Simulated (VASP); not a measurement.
Runs of VASP 6.6.1 on ZrC. The structure is that of space group P6_3/mmc (No. 194), or close to it. The cells are those of the table. 

```tsv
level	potentials or basis	U	cell	k mesh	grid for exact exchange (PRECFOCK)	share of exact exchange	gap on the mesh (eV)	pressure (GPa)
LDA	VASP PAW LDA potentials, release 64 (Zr_sv, C)	-	a = 3.391, b = 3.391, c = 5.290 Å, angles 90.0, 90.0, 120.0°, 4 atoms	9 × 9 × 5	-	-	none	(c)
r2SCAN-based global hybrid with 10 % exact exchange	VASP PAW PBE potentials, release 64 (Zr_sv, C)	-	a = 3.391, b = 3.391, c = 5.290 Å, angles 90.0, 90.0, 120.0°, 4 atoms	5 × 5 × 3	Normal	0.1	none	-3.3
PBEsol+U	VASP PAW PBE potentials, release 64 (Zr_sv, C)	Zr d U = 4.0 eV	a = 3.391, b = 3.391, c = 5.290 Å, angles 90.0, 90.0, 120.0°, 4 atoms	9 × 9 × 5	-	-	none	(b)
PBEsol	VASP PAW PBE potentials, release 64 (Zr_sv, C)	-	a = 3.458, b = 3.458, c = 5.394 Å, angles 90.0, 90.0, 120.0°, 4 atoms	9 × 9 × 5	-	-	none	-17.9
PBE	VASP PAW PBE potentials, release 64 (Zr_sv, C)	-	a = 3.391, b = 3.391, c = 5.290 Å, angles 90.0, 90.0, 120.0°, 4 atoms	7 × 7 × 4	-	-	none	(a)
PBEsol+U	VASP PAW PBE potentials, release 64 (Zr_sv, C)	Zr d U = 6.0 eV	a = 3.391, b = 3.391, c = 5.290 Å, angles 90.0, 90.0, 120.0°, 4 atoms	9 × 9 × 5	-	-	none	9.3
PBEsol+U	VASP PAW PBE potentials, release 64 (Zr_sv, C)	Zr d U = 8.0 eV	a = 3.391, b = 3.391, c = 5.290 Å, angles 90.0, 90.0, 120.0°, 4 atoms	9 × 9 × 5	-	-	none	15.2
r2SCAN-based global hybrid with 25 % exact exchange	VASP PAW PBE potentials, release 64 (Zr_sv, C)	-	a = 3.391, b = 3.391, c = 5.290 Å, angles 90.0, 90.0, 120.0°, 4 atoms	5 × 5 × 3	Normal	0.25	none	-5.1
PBEsol	VASP PAW PBE potentials, release 64 (Zr_sv, C)	-	a = 3.414, b = 3.414, c = 5.325 Å, angles 90.0, 90.0, 120.0°, 4 atoms	9 × 9 × 5	-	-	none	(d)
PBEsol	VASP PAW PBE potentials, release 64 (Zr_sv, C)	-	a = 3.391, b = 3.391, c = 5.290 Å, angles 90.0, 90.0, 120.0°, 4 atoms	7 × 7 × 4	-	-	none	-7.6
revPBE	VASP PAW PBE potentials, release 64 (Zr_sv, C)	-	a = 3.391, b = 3.391, c = 5.290 Å, angles 90.0, 90.0, 120.0°, 4 atoms	7 × 7 × 4	-	-	none	0.2
PBEsol	VASP PAW PBE potentials, release 64 (Zr_sv, C)	-	a = 3.391, b = 3.391, c = 5.290 Å, angles 90.0, 90.0, 120.0°, 4 atoms	9 × 9 × 5	-	-	none	-7.5
```

Alike in all rows: task single point; no spin polarisation; cutoff (eV) 520; smearing fermi-dirac 0.05 eV.

Fill in the values left out.

(a) -2.1; (b) 3.5; (c) -11.2; (d) -11.3.

Caveats: some runs use coarse meshes; the PAW data sets were made with another functional, which shifts forces and pressure a little (at least some runs); the cell stands under tension (at least some runs); the cell stands under pressure (at least some runs); U without spin polarisation on a metal has little footing (at least some runs); the U is typed as a test and isn't derived for this compound (at least some runs).

A k mesh can miss the band edges, and the runs leave out spin-orbit coupling on Zr.

A gap of «none» marks levels without a gap at the run's occupations.
